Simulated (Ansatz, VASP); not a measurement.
## Two plane-wave programs on BP

INCAR

```
SYSTEM = BP
ALGO     = Normal         ! electronic algorithm
EDIFF    = 1E-6           ! SCF threshold, eV
ENCUT    = 520            ! plane-wave cutoff, eV
GGA      = PE             ! functional
ISIF     = 2              ! what is computed and relaxed
ISMEAR   = -1             ! smearing method
LASPH    = .True.         ! aspherical terms in the spheres
LCHARG   = .True.         ! write CHGCAR
LELF     = .True.         ! ELF
LREAL    = .False.        ! projectors in reciprocal space
LVHAR    = .True.       
LWAVE    = .False.        ! write WAVECAR
NBANDS   = 11             ! bands
NELM     = 100            ! most SCF steps
PREC     = Accurate       ! precision mode
SIGMA    = 0.08           ! smearing width, eV
```

Contents of KPOINTS:

```
k-points
0
Gamma
  17 17 17
  0 0 0
```

The input POSCAR:

```
BP
1.0
    0.0000000000      2.0700728195      2.0700728195
    2.0700728195      0.0000000000      2.0700728195
    2.0700728195      2.0700728195      0.0000000000
B P
1 1
Direct
    0.0000000000      0.0000000000      0.0000000000
    0.5000000000      0.5000000000      0.5000000000
```

Input for Ansatz:

```yaml
crystal:
  lattice:
    - [0.0, 2.0700728195, 2.0700728195]
    - [2.0700728195, 0.0, 2.0700728195]
    - [2.0700728195, 2.0700728195, 0.0]
  atoms:
    - { symbol: B, position: [0.0, 0.0, 0.0] }
    - { symbol: P, position: [0.5, 0.5, 0.5] }
kpoints:
  mp_grid: { grid: [17, 17, 17] }
scf:
  occupations: { method: fermi_dirac, width: 0.08 }
hamiltonian:
  xc: pbe
  pseudopotentials: { kind: paw }
output:
  forces: true
  stress: true
  eigenvalues: true
  populations: true
  write_density: true
  write_potential: true
  elf: true
  volumetric_format: npy
```

Change from the starting cell: volume scaled by 0.88, PAW files.

Alike in both runs: task single point; functional PBE; k mesh 17 × 17 × 17; occupations fermi-dirac, width 0.08 eV; no spin polarisation.

|  | VASP | Ansatz |
| --- | --- | --- |
| version | VASP 6.6.1 | Ansatz 0.2.0 |
| potentials or method | VASP PAW PBE potentials, release 64 (B, P) | PAW with Ansatz's default frozen-core files, scalar-relativistic |
| plane-wave cutoff (eV) | 520 | 420 |
| valence electrons in the cell | 8 | 8 |

|  | VASP | Ansatz | Ansatz less VASP |
| --- | --- | --- | --- |
| pressure (GPa) | 25.6 | 26.0 | +0.33 |
